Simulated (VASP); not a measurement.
# ZnS (P6_3mc) in VASP: a series of runs

ZnS is run at these levels: PBEsol; tasks: single point.

Everything below comes from runs of VASP 6.6.1. Logs are shortened: lines on timing, memory, paths and dates and some standing lists are left out, and cuts for length are marked.

## (1) The cell of the first run

Symmetry: P6_3mc, No. 186, hexagonal system. The conventional cell has a = 3.689 Å, b = 3.689 Å, c = 19.553 Å, α = 90.00°, β = 90.00°, γ = 120.00°. Within 3.0 Å of Zn (site symmetry 3m) lie 4 S at 2.28 to 2.45 Å. Zn (site symmetry 3m) has 4 S at 2.32 to 2.34 Å within 3.1 Å. Within 3.0 Å of Zn (site symmetry 3m) lie 4 S at 2.28 to 2.44 Å. Within 3.1 Å of S (site symmetry 3m) lie 4 Zn at 2.32 to 2.45 Å. Within 3.0 Å of S (site symmetry 3m) lie 4 Zn at 2.28 to 2.34 Å. S (site symmetry 3m) has 4 Zn at 2.28 to 2.44 Å within 3.0 Å.

## (2) Single point, PBEsol

INCAR

```
SYSTEM = ZnS
PREC     = Accurate       ! precision mode
ENCUT    = 520            ! plane-wave cutoff, eV
EDIFF    = 1E-6           ! SCF threshold, eV
ISMEAR   = 0              ! smearing method
SIGMA    = 0.05           ! smearing width, eV
LREAL    = .FALSE.        ! projectors in reciprocal space
LASPH    = .TRUE.         ! aspherical terms in the spheres
NELM     = 100            ! most SCF steps
ALGO     = Normal         ! electronic algorithm
ISIF     = 2              ! what is computed and relaxed
LWAVE    = .FALSE.        ! write WAVECAR
LCHARG   = .FALSE.        ! write CHGCAR
GGA      = PS             ! functional
NBANDS   = 66             ! bands
```

KPOINTS

```
Automatic mesh
0
G
  9 9 2
  0 0 0
```

POSCAR

```
ZnS
1.0
    3.6893491457      0.0000000000      0.0000000000
   -1.8446745728      3.1950700836      0.0000000000
    0.0000000000      0.0000000000     19.5528126025
Zn S
6 6
Direct
    0.0000000000      0.0000000000      0.0000277175
    0.0000000000      0.0000000000      0.5000277175
    0.3333333333      0.6666666667      0.1718122200
    0.6666666667      0.3333333333      0.6718122200
    0.6666666667      0.3333333333      0.3332753580
    0.3333333333      0.6666666667      0.8332753580
    0.0000000000      0.0000000000      0.1251125986
    0.0000000000      0.0000000000      0.6251125986
    0.3333333333      0.6666666667      0.2916367831
    0.6666666667      0.3333333333      0.7916367831
    0.6666666667      0.3333333333      0.4581259436
    0.3333333333      0.6666666667      0.9581259436
```

Potentials or basis: VASP PAW PBE potentials, release 64 (Zn, S).

Launch:

```
> cat potpaw_PBE.64/Zn/POTCAR potpaw_PBE.64/S/POTCAR > POTCAR
> mpirun -np 1 vasp_std > vasp.out
```

OUTCAR:

```text
SYSTEM = ZnS
   PREC = Accurate
   ENCUT = 520
   EDIFF = 1E-6
   ISMEAR = 0
   LREAL = .FALSE.
   LASPH = .TRUE.
   NELM = 100
   ISIF = 2
   GGA = PS

 ion  position               nearest neighbor table
   1  0.000  0.000  0.000-  12 2.28  12 2.28  12 2.28   7 2.45
   2  0.000  0.000  0.500-  11 2.28  11 2.28  11 2.28   8 2.45
   3  0.333  0.667  0.172-   7 2.32   7 2.32   7 2.32   9 2.34
   4  0.667  0.333  0.672-   8 2.32   8 2.32   8 2.32  10 2.34
   5  0.667  0.333  0.333-   9 2.28   9 2.28   9 2.28  11 2.44
   6  0.333  0.667  0.833-  10 2.28  10 2.28  10 2.28  12 2.44
   7  0.000  0.000  0.125-   3 2.32   3 2.32   3 2.32   1 2.45
   8  0.000  0.000  0.625-   4 2.32   4 2.32   4 2.32   2 2.45
   9  0.333  0.667  0.292-   5 2.28   5 2.28   5 2.28   3 2.34
  10  0.667  0.333  0.792-   6 2.28   6 2.28   6 2.28   4 2.34
  11  0.667  0.333  0.458-   2 2.28   2 2.28   2 2.28   5 2.44
  12  0.333  0.667  0.958-   1 2.28   1 2.28   1 2.28   6 2.44

  LATTYP: Found a hexagonal cell.
 ALAT       =     3.6893491457
 C/A-ratio  =     5.2998000000

  Lattice vectors:

 A1 = (   3.6893491457,   0.0000000000,   0.0000000000)
 A2 = (  -1.8446745728,   3.1950700836,   0.0000000000)
 A3 = (   0.0000000000,   0.0000000000,  19.5528126025)

Analysis of symmetry for initial positions (statically):
=====================================================================
 Subroutine PRICEL returns:
 Original cell was already a primitive cell.

 Routine SETGRP: Setting up the symmetry group for a
 hexagonal supercell.

 Subroutine GETGRP returns: Found 12 space group operations
 (whereof  6 operations were pure point group operations)
 out of a pool of 24 trial point group operations.

The static configuration has the point symmetry C_3v.
 The point group associated with its full space group is C_6v.

Analysis of symmetry for dynamics (positions and initial velocities):
=====================================================================
 Subroutine PRICEL returns:
 Original cell was already a primitive cell.

 Routine SETGRP: Setting up the symmetry group for a
 hexagonal supercell.

 Subroutine GETGRP returns: Found 12 space group operations
 (whereof  6 operations were pure point group operations)
 out of a pool of 24 trial point group operations.

The dynamic configuration has the point symmetry C_3v.
 The point group associated with its full space group is C_6v.

 Subroutine INISYM returns: Found 12 space group operations
 (whereof  6 operations are pure point group operations),
 and found     1 'primitive' translations

----------------------------------------------------------------------------------------

                                     Primitive cell

  volume of cell :     230.4833

  direct lattice vectors                    reciprocal lattice vectors
     3.689349146  0.000000000  0.000000000     0.271050519  0.156491090  0.000000000
    -1.844674573  3.195070084  0.000000000     0.000000000  0.312982180  0.000000000
     0.000000000  0.000000000 19.552812603     0.000000000  0.000000000  0.051143537

  length of vectors
     3.689349146  3.689349146 19.552812603     0.312982180  0.312982180  0.051143537

  position of ions in fractional coordinates (direct lattice)
     0.000000000  0.000000000  0.000027717
     0.000000000  0.000000000  0.500027717
     0.333333333  0.666666667  0.171812220
     0.666666667  0.333333333  0.671812220
     0.666666667  0.333333333  0.333275358
     0.333333333  0.666666667  0.833275358
     0.000000000  0.000000000  0.125112599
     0.000000000  0.000000000  0.625112599
     0.333333333  0.666666667  0.291636783
     0.666666667  0.333333333  0.791636783
     0.666666667  0.333333333  0.458125944
     0.333333333  0.666666667  0.958125944

  ion indices of the primitive-cell ions
   primitive index   ion index
                 1           1
                 2           2
                 3           3
                 4           4
                 5           5
                 6           6
                 7           7
[... 51 lines left out ...]

 Free energy of the ion-electron system (eV)
  ---------------------------------------------------
  ext. energy  EPLUGINS =         0.00000000
  ---------------------------------------------------
  free energy    TOTEN  =       -45.13988678 eV

  energy without entropy =      -45.13988678  energy(sigma->0) =      -45.13988678

 E-fermi :   2.7236     XC(G=0):  -9.9761

 val. band max:        2.4591824286   @ k =   0.0000   0.0000   0.0000
 cond. band min:       4.2411706625   @ k =   0.0000   0.0000   0.0000
 fundamental gap:      1.7819882340
 Fermi energy:         2.7235765180

 k-point     1 :       0.0000    0.0000    0.0000
  band No.  band energies     occupation
      1     -11.1650      2.00000
      2     -11.0928      2.00000
      3     -10.7974      2.00000
      4     -10.6219      2.00000
      5     -10.2851      2.00000
      6     -10.1740      2.00000
[... 58 lines left out ...]
     65       8.8992      0.00000
     66       9.0942      0.00000

 k-point     2 :       0.1111   -0.0000    0.0000
  band No.  band energies     occupation
      1     -11.0718      2.00000
      2     -11.0039      2.00000
      3     -10.7094      2.00000
      4     -10.5457      2.00000
      5     -10.2093      2.00000
      6     -10.1069      2.00000
[... 58 lines left out ...]
     65       8.7227      0.00000
     66       8.9419      0.00000

 k-point     3 :       0.2222    0.0000    0.0000
  band No.  band energies     occupation
      1     -10.8169      2.00000
      2     -10.7624      2.00000
      3     -10.4713      2.00000
      4     -10.3437      2.00000
      5     -10.0084      2.00000
      6      -9.9316      2.00000
[... 1438 lines left out ...]
     65       8.6663      0.00000
     66       8.6663      0.00000

 k-point    24 :       0.3333    0.3333    0.5000
  band No.  band energies     occupation
      1     -10.0533      2.00000
      2     -10.0533      2.00000
      3      -9.8042      2.00000
      4      -9.8042      2.00000
      5      -9.4906      2.00000
      6      -9.4906      2.00000
[... 58 lines left out ...]
     65       8.9955      0.00000
     66       8.9955      0.00000

------------------------ aborting loop because EDIFF is reached ----------------------------------------

  FORCE on cell =-STRESS in cart. coord.  units (eV):
  Direction    XX          YY          ZZ          XY          YZ          ZX
  --------------------------------------------------------------------------------------
  -------------------------------------------------------------------------------------
  Total        5.4424050      5.4424050     -8.1302807      0.0000000     -0.0000000      0.0000000
  in kB       37.8322402     37.8322402    -56.5166925      0.0000000     -0.0000000      0.0000000
  external PRESSURE =       6.3825960 kB  Pullay stress =       0.0000000 kB

 VOLUME and BASIS-vectors are now :
 -----------------------------------------------------------------------------
  energy-cutoff  :      520.00
  volume of cell :      230.48
      direct lattice vectors                 reciprocal lattice vectors
     3.689349146  0.000000000  0.000000000     0.271050519  0.156491090  0.000000000
    -1.844674573  3.195070084  0.000000000     0.000000000  0.312982180  0.000000000
     0.000000000  0.000000000 19.552812603     0.000000000  0.000000000  0.051143537

 POSITION                                       TOTAL-FORCE (eV/Angst)
 -----------------------------------------------------------------------------------
      0.00000      0.00000      0.00054         0.000000     -0.000000      0.507702
      0.00000      0.00000      9.77695        -0.000000      0.000000      0.507702
     -0.00000      2.13005      3.35941         0.000000     -0.000000     -0.319360
      1.84467      1.06502     13.13582        -0.000000      0.000000     -0.319360
      1.84467      1.06502      6.51647         0.000000     -0.000000      0.526669
     -0.00000      2.13005     16.29288         0.000000     -0.000000      0.526669
      0.00000      0.00000      2.44630         0.000000      0.000000     -0.103257
      0.00000      0.00000     12.22271         0.000000      0.000000     -0.103257
     -0.00000      2.13005      5.70232         0.000000      0.000000     -0.127617
      1.84467      1.06502     15.47873         0.000000      0.000000     -0.127617
      1.84467      1.06502      8.95765        -0.000000      0.000000     -0.484138
     -0.00000      2.13005     18.73406         0.000000      0.000000     -0.484138
 -----------------------------------------------------------------------------------
    total drift:                               -0.000003     -0.000004      0.000290

  FREE ENERGIE OF THE ION-ELECTRON SYSTEM (eV)
  ---------------------------------------------------
  free  energy   TOTEN  =       -45.1398867769 eV

  energy  without entropy=      -45.1398867769  energy(sigma->0) =      -45.13988678
```

Run time: 10 min. Hardware: 1 thread of Oxide Virtual Turin-like, shared host; peak memory 0.45 GiB.

What came out:

| Item | Value |
| --- | --- |
| Free energy | -45.1399 eV |
| Pressure | 0.6 GPa |
| Largest force | 0.527 eV/Å |
| Band gap on the k mesh | 1.78 eV |

Forces on the atoms (eV/Å):
```
Zn   0.000  0.000  0.508
Zn   0.000  0.000  0.508
Zn   0.000  0.000 -0.319
Zn   0.000  0.000 -0.319
Zn   0.000  0.000  0.527
Zn   0.000  0.000  0.527
S    0.000  0.000 -0.103
S    0.000  0.000 -0.103
S    0.000  0.000 -0.128
S    0.000  0.000 -0.128
S    0.000  0.000 -0.484
S    0.000  0.000 -0.484
```

Caveat: the stress differs along the axes, from -6 to 4 GPa; the PAW data sets were made with another functional, which shifts forces and pressure a little.

## (3) Single point, PBEsol

This run uses another cell than the first one, of the same volume but with other edges.

INCAR

```
  PREC = Accurate
  ENCUT = 520
  EDIFF = 1E-6
  ISMEAR = 0
  SIGMA = 0.05
  LREAL = F
  LASPH = T
  NELM = 60
  ALGO = Normal
  ISIF = 2
  LWAVE = F
  LCHARG = F
  GGA = PS
  NBANDS = 66
```

KPOINTS

```
Automatic mesh
0
Gamma
  9 9 2
```

POSCAR

```
ZnS
1.0
    3.7521540119      0.0000000000      0.0000000000
   -1.8760770060      3.2494606933      0.0000000000
    0.0000000000      0.0000000000     18.9037271276
Zn S
6 6
Direct
    0.0000000000      0.0000000000      0.0000277175
    0.0000000000      0.0000000000      0.5000277175
    0.3333333333      0.6666666667      0.1518551204
    0.6666666667      0.3333333333      0.6518551204
    0.6666666667      0.3333333333      0.3332753580
    0.3333333333      0.6666666667      0.8332753580
    0.0000000000      0.0000000000      0.1251125986
    0.0000000000      0.0000000000      0.6251125986
    0.3333333333      0.6666666667      0.2916367831
    0.6666666667      0.3333333333      0.7916367831
    0.6666666667      0.3333333333      0.4581259436
    0.3333333333      0.6666666667      0.9581259436
```

Potentials or basis: VASP PAW PBE potentials, release 64 (Zn, S).

Launch:

```
> cat potpaw_PBE.64/Zn/POTCAR potpaw_PBE.64/S/POTCAR > POTCAR
> mpirun -np 1 vasp_std > vasp.out
```

It took 8.1 min on 1 thread of Oxide Virtual Turin-like, shared host; peak memory 0.44 GiB.

The run converged. Its results:

| Property | Result |
| --- | --- |
| Free energy | -44.9332 eV |
| Pressure | 1.4 GPa |
| Largest force | 1.489 eV/Å |
| Band gap on the k mesh | 1.80 eV |

Forces in eV/Å, atoms in the order of the input:
```
Zn   0.000  0.000 -0.170
Zn   0.000  0.000 -0.170
Zn   0.000  0.000  1.489
Zn   0.000  0.000  1.489
Zn   0.000  0.000 -0.153
Zn   0.000  0.000 -0.153
S    0.000  0.000 -0.667
S    0.000  0.000 -0.667
S    0.000  0.000 -0.589
S    0.000  0.000 -0.589
S    0.000  0.000  0.091
S    0.000  0.000  0.091
```

Stress tensor (GPa, compression positive):
```
 3.36  0.00  0.00
 0.00  3.36  0.00
 0.00  0.00 -2.67
```

Levels at points of the mesh, in eV from the valence-band top:
| k point | band 52 | band 53 | band 54 | band 55 | band 56 | band 57 |
| --- | --- | --- | --- | --- | --- | --- |
| (0.00, 0.00, 0.00) | -0.05 | 0.00 | 0.00 | 1.80 | 2.45 | 2.73 |
| (0.00, 0.00, 0.50) | -0.02 | -0.02 | -0.02 | 2.22 | 2.22 | 2.80 |

Caveat: the stress differs along the axes, from -3 to 3 GPa; the PAW data sets were made with another functional, which shifts forces and pressure a little.

## (4) Single point, PBEsol

This run uses another cell than the first one, of the same volume but with other edges.

INCAR

```
ALGO     = Normal         # electronic algorithm
EDIFF    = 1E-6           # SCF threshold, eV
ENCUT    = 520            # plane-wave cutoff, eV
GGA      = PS             # functional
ISIF     = 2              # what is computed and relaxed
ISMEAR   = 0              # smearing method
LASPH    = T              # aspherical terms in the spheres
LCHARG   = F              # write CHGCAR
LREAL    = F              # projectors in reciprocal space
LWAVE    = F              # write WAVECAR
NBANDS   = 66             # bands
NELM     = 100            # most SCF steps
PREC     = Accurate       # precision mode
SIGMA    = 0.05           # smearing width, eV
```

KPOINTS

```
k-points
0
Gamma
  9 9 2
```

POSCAR

```
ZnS
1.0
    3.8919133123      0.0000000000      0.0000000000
   -1.9459566561      3.3704957978      0.0000000000
    0.0000000000      0.0000000000     17.5704318396
Zn S
6 6
Direct
    0.0000000000      0.0000000000      0.0000277175
    0.0000000000      0.0000000000      0.5000277175
    0.3333333333      0.6666666667      0.1618309784
    0.6666666667      0.3333333333      0.6618309784
    0.6666666667      0.3333333333      0.3332753580
    0.3333333333      0.6666666667      0.8332753580
    0.0000000000      0.0000000000      0.1251125986
    0.0000000000      0.0000000000      0.6251125986
    0.3333333333      0.6666666667      0.2916367831
    0.6666666667      0.3333333333      0.7916367831
    0.6666666667      0.3333333333      0.4581259436
    0.3333333333      0.6666666667      0.9581259436
```

Launch:

```
> cat potpaw_PBE.64/Zn/POTCAR potpaw_PBE.64/S/POTCAR > POTCAR
> mpirun -np 1 vasp_std > vasp.out
```

It took 6 min on 1 thread of Oxide Virtual Turin-like, shared host; peak memory 0.45 GiB.

The run converged. Its results:

```
Free energy            : -45.0434 eV
Pressure               : 0.9 GPa
Largest force          : 0.934 eV/Å
Band gap on the k mesh : 1.92 eV
```

Forces on the atoms (eV/Å):
```
Zn   0.000  0.000 -0.908
Zn   0.000  0.000 -0.908
Zn   0.000  0.000  0.113
Zn   0.000  0.000  0.113
Zn   0.000  0.000 -0.934
Zn   0.000  0.000 -0.934
S    0.000  0.000  0.684
S    0.000  0.000  0.684
S    0.000  0.000  0.185
S    0.000  0.000  0.185
S    0.000  0.000  0.860
S    0.000  0.000  0.860
```

Stress tensor (GPa, compression positive):
```
-3.07  0.00  0.00
 0.00 -3.07  0.00
 0.00  0.00  8.97
```

Levels at points of the mesh, in eV from the valence-band top:
```tsv
k point	band 51	band 52	band 53	band 54	band 55	band 56	band 57	band 58
(0.00, 0.00, 0.00)	-0.47	-0.22	-0.22	0.00	1.92	2.39	2.54	2.94
(0.00, 0.00, 0.50)	-0.30	-0.30	-0.30	-0.30	2.35	2.35	2.50	2.50
```

Caveat: the stress differs along the axes, from -3 to 9 GPa; the PAW data sets were made with another functional, which shifts forces and pressure a little.

## (5) Single point, PBEsol

This run uses another cell than the first one, of the same volume but with other edges.

INCAR

```
ALGO = Normal
EDIFF = 1E-6
ENCUT = 520
GGA = PS
ISIF = 2
ISMEAR = 0
LASPH = True
LCHARG = False
LREAL = False
LWAVE = False
NBANDS = 66
NELM = 60
PREC = Accurate
SIGMA = 0.05
```

KPOINTS is that of step 4.

POSCAR

```
ZnS
1.0
    3.8194929995      0.0000000000      0.0000000000
   -1.9097464997      3.3077779671      0.0000000000
    0.0000000000      0.0000000000     18.2430444134
Zn S
6 6
Direct
    0.0000000000      0.0000000000      0.0000277175
    0.0000000000      0.0000000000      0.5000277175
    0.3333333333      0.6666666667      0.1718122200
    0.6666666667      0.3333333333      0.6718122200
    0.6666666667      0.3333333333      0.3332753580
    0.3333333333      0.6666666667      0.8332753580
    0.0000000000      0.0000000000      0.1251125986
    0.0000000000      0.0000000000      0.6251125986
    0.3333333333      0.6666666667      0.2916367831
    0.6666666667      0.3333333333      0.7916367831
    0.6666666667      0.3333333333      0.4581259436
    0.3333333333      0.6666666667      0.9581259436
```

Launch:

```
> cat potpaw_PBE.64/Zn/POTCAR potpaw_PBE.64/S/POTCAR > POTCAR
> mpirun -np 1 vasp_std > vasp.out
```

Run time: 7.8 min. Hardware: 1 thread of Oxide Virtual Turin-like, shared host; peak memory 0.44 GiB.

Results (log left out):

```yaml
Free_energy: -45.3423 eV
Pressure: 0.6 GPa
Largest_force: 1.250 eV/Å
Band_gap_on_the_k_mesh: 2.09 eV
```

Forces in eV/Å, atoms in the order of the input:
```
Zn   0.000  0.000 -0.108
Zn   0.000  0.000 -0.108
Zn   0.000  0.000 -1.250
Zn   0.000  0.000 -1.250
Zn   0.000  0.000 -0.105
Zn   0.000  0.000 -0.105
S    0.000  0.000  0.430
S    0.000  0.000  0.430
S    0.000  0.000  0.893
S    0.000  0.000  0.893
S    0.000  0.000  0.139
S    0.000  0.000  0.139
```

Stress tensor (GPa, compression positive):
```
-1.40  0.00  0.00
 0.00 -1.40  0.00
 0.00  0.00  4.74
```

Levels at points of the mesh, in eV from the valence-band top:
```
           k point  band 52  band 53  band 54  band 55  band 56  band 57
(0.00, 0.00, 0.00)    -0.01     0.00     0.00     2.09     2.96     3.09
(0.00, 0.00, 0.50)    -0.08    -0.08    -0.08     2.54     2.54     3.08
```

Caveat: the stress differs along the axes, from -1 to 5 GPa; the PAW data sets were made with another functional, which shifts forces and pressure a little. A k mesh can miss the band edges.

## (6) Overview

| cell | gap on the mesh (eV) | pressure (GPa) | largest force (eV/Å) |
| --- | --- | --- | --- |
| a = 3.689, b = 3.689, c = 19.553 Å, angles 90.0, 90.0, 120.0°, 12 atoms, atomic positions A | 1.78 | 0.6 | 0.53 |
| a = 3.752, b = 3.752, c = 18.904 Å, angles 90.0, 90.0, 120.0°, 12 atoms, atomic positions B | 1.80 | 1.4 | 1.49 |
| a = 3.892, b = 3.892, c = 17.570 Å, angles 90.0, 90.0, 120.0°, 12 atoms, atomic positions C | 1.92 | 0.9 | 0.93 |
| a = 3.819, b = 3.819, c = 18.243 Å, angles 90.0, 90.0, 120.0°, 12 atoms, atomic positions A | 2.09 | 0.6 | 1.25 |

Alike in all rows: task single point; level PBEsol; potentials or basis VASP PAW PBE potentials, release 64 (Zn, S); no spin polarisation; k mesh 9 × 9 × 2; cutoff (eV) 520; smearing gaussian 0.05 eV.

Caveats: the PAW data sets were made with another functional, which shifts forces and pressure a little; the stress differs along the axes, from -6 to 4 GPa (at least some runs); the stress differs along the axes, from -3 to 3 GPa (at least some runs); the stress differs along the axes, from -3 to 9 GPa (at least some runs); the stress differs along the axes, from -1 to 5 GPa (at least some runs).

Total energies depend on the potentials used, so only differences within one code and one set of settings carry meaning.
